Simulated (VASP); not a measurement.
Crystal: Cu.

```
Cu
1.0
    -1.44279    1.44279    1.37608
     1.44279   -1.44279    1.37608
     1.44279    1.44279   -1.37608
Cu
1
Direct
  0.00000 0.00000 0.00000
```

- Program: VASP 6.6.1
- Task: relaxation of cell and atoms
- Functional: PBE
- Potentials or basis: VASP PAW PBE potentials, release 64 (Cu)
- Cutoff: 600 eV
- k mesh: 8 × 8 × 8
- Occupations: gaussian, width 0.1 eV
- Spin: no spin polarisation

At the start: pressure 8.2 GPa; volume 11.46 Å³/atom.

Task: How do energy, volume and symmetry change on relaxing?

Result: Over 3 steps the energy falls by 14.8 meV/atom and the volume is 12.07 Å³/atom (+5.4 %); space group I4/mmm (No. 139, to 0.1 Å) before and after.

Step by step:
| step | energy change (eV) | largest force (eV/Å) | pressure (GPa) | volume (Å³) |
| --- | --- | --- | --- | --- |
| 1 | 0.0000 | 0.0000 | 8.17 | 11.46 |
| 2 | -0.0101 | 0.0000 | -3.90 | 12.45 |
| 3 | -0.0148 | 0.0000 | 0.04 | 12.07 |

Final structure:
```
Cu
1.0
    -1.46769    1.46769    1.40120
     1.46769   -1.46769    1.40120
     1.46769    1.46769   -1.40120
Cu
1
Direct
  0.00000 0.00000 0.00000
```

Caveat: the k points lie up to 0.39 Å⁻¹ apart in the final cell, too coarse for converged energies and pressures of a metal.
